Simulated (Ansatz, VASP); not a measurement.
Two plane-wave programs on O

```xyz
2
Lattice="9.0000 0.0000 0.0000 0.0000 9.5000 0.0000 0.0000 0.0000 10.0000" Properties=species:S:1:pos:R:3 pbc="T T T"
O     4.5000    4.7500    4.3951
O     4.5000    4.7500    5.6049
```

Alike in both runs: functional PBEsol; k mesh 1 × 1 × 1; occupations fermi-dirac, width 0.02 eV; collinear spin.

Ansatz relaxed the structure, and its values are those at the end. VASP's run is a single point on that final structure, the one shown.

|  | VASP | Ansatz |
| --- | --- | --- |
| version | VASP 6.6.1 | Ansatz 0.2.0 |
| potentials or method | VASP PAW PBE potentials, release 64 (O), cutoff 520 eV | plane waves, PAW |
| valence electrons in the cell | 12 | 12 |

```csv
,VASP,Ansatz,Ansatz less VASP
rms of the force components (eV/Å),0.805,0.001,-0.8045
net moment per atom (μB),1.00,1.00,0.000
size of the moment on the site where the two differ most (μB),0.81,0.55,-0.255
```

VASP's potentials were made for PBE, not for PBEsol. Site moments also hang on the region over which each program counts them. One of these differences is far larger than is usual between the two programs; its cause wasn't traced. Ansatz's warnings: end state compared, stress scf threshold loose.

Noted on VASP's run: the standard files for N, O and F lose accuracy on very short bonds.
